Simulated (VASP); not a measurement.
Here is a VASP 6.6.1 calculation.

Contents of INCAR:

```
PREC = Accurate
ENCUT = 520
EDIFF = 1E-6
ISMEAR = 0
SIGMA = 0.1
LREAL = Auto
LASPH = True
NELM = 100
ALGO = Normal
ISIF = 2
LWAVE = False
LCHARG = False
LDIPOL = True
IDIPOL = 3
DIPOL = 0.5 0.5 0.324
GGA = PE
NBANDS = 113
```

KPOINTS

```
regular mesh
0
Gamma
  4 4 1
```

File POSCAR:

```
Ti16O
1.0
    6.5106718524      0.0000000000      0.0000000000
    0.0000000000      6.5106718524      0.0000000000
    0.0000000000      0.0000000000     20.1793683656
Ti O
16 1
Direct
    0.2500000000      0.2500000000      0.1982222599
    0.2500000000      0.7500000000      0.1982222599
    0.7500000000      0.2500000000      0.1982222599
    0.7500000000      0.7500000000      0.1982222599
    0.0000000000      0.0000000000      0.2788822654
    0.0000000000      0.5000000000      0.2788822654
    0.5000000000      0.0000000000      0.2788822654
    0.5000000000      0.5000000000      0.2788822654
    0.2500000000      0.2500000000      0.3551865505
    0.2500000000      0.7500000000      0.3551865505
    0.7500000000      0.2500000000      0.3551865505
    0.7500000000      0.7500000000      0.3551865505
    0.0000000000      0.0000000000      0.4301110029
    0.0000000000      0.5000000000      0.4301110029
    0.5000000000      0.0000000000      0.4301110029
    0.5000000000      0.5000000000      0.4301110029
    0.2500000000      0.2500000000      0.4539467330
```

Potentials or basis: VASP PAW PBE potentials, release 64 (Ti_sv, O).

Run with:

```bash
$ cat potpaw_PBE.64/Ti_sv/POTCAR potpaw_PBE.64/O/POTCAR > POTCAR
$ mpirun -np 1 vasp_std > vasp.out
```

Q: What does it give for the largest force?

A: 1.070 eV/Å.

Q: What does it give for the band gap on the k mesh?

A: Zero (bands 99 and 100 overlap by 0.14 eV).

Forces in eV/Å, atoms in the order of the input:
```
Ti   0.000  0.000  0.564
Ti   0.000  0.000  0.492
Ti   0.000  0.000  0.492
Ti   0.000  0.000  0.461
Ti  -0.026 -0.026 -0.509
Ti  -0.026  0.026 -0.509
Ti   0.026 -0.026 -0.509
Ti   0.026  0.026 -0.509
Ti   0.000  0.000 -1.070
Ti   0.000  0.000 -0.097
Ti   0.000  0.000 -0.097
Ti   0.000  0.000 -0.076
Ti   0.422  0.422  0.331
Ti   0.422 -0.422  0.331
Ti  -0.422  0.422  0.331
Ti  -0.422 -0.422  0.331
O    0.000  0.000  0.045
```
